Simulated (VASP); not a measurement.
Crystal: Ge.

```xyz
2
Lattice="0.0000 2.8300 2.8300 2.8300 0.0000 2.8300 2.8300 2.8300 0.0000" Properties=species:S:1:pos:R:3 pbc="T T T"
Ge    0.0000    0.0000    0.0000
Ge    1.4150    1.4150    1.4150
```

| Item | Value |
| --- | --- |
| Program | VASP 6.6.1 |
| Task | relaxation of cell and atoms |
| Functional | PBE |
| Potentials or basis | VASP PAW PBE potentials, release 64 (Ge_d) |
| Cutoff | 600 eV |
| k mesh | 10 × 10 × 10 |
| Occupations | gaussian, width 0.01 eV |
| Spin | no spin polarisation |

At the start: pressure 3.4 GPa; volume 22.67 Å³/atom.

Q: Where does the relaxation end?

A: Over 5 steps the energy falls by 12.8 meV/atom and the volume is 23.84 Å³/atom (+5.2 %); space group Fd-3m (No. 227, to 0.05 Å).

The path:
```tsv
step	energy change (eV)	largest force (eV/Å)	pressure (GPa)	volume (Å³)
1	0.0000	0.0000	3.44	45.33
2	-0.0232	0.0000	-1.06	48.60
3	-0.0257	0.0000	-0.25	47.79
4	-0.0256	0.0000	0.21	47.60
5	-0.0257	0.0000	0.01	47.69
```

Final structure:
```xyz
2
Lattice="0.0000 2.8782 2.8782 2.8782 0.0000 2.8782 2.8782 2.8782 0.0000" Properties=species:S:1:pos:R:3 pbc="T T T"
Ge    0.0000    0.0000    0.0000
Ge    1.4391    1.4391    1.4391
```
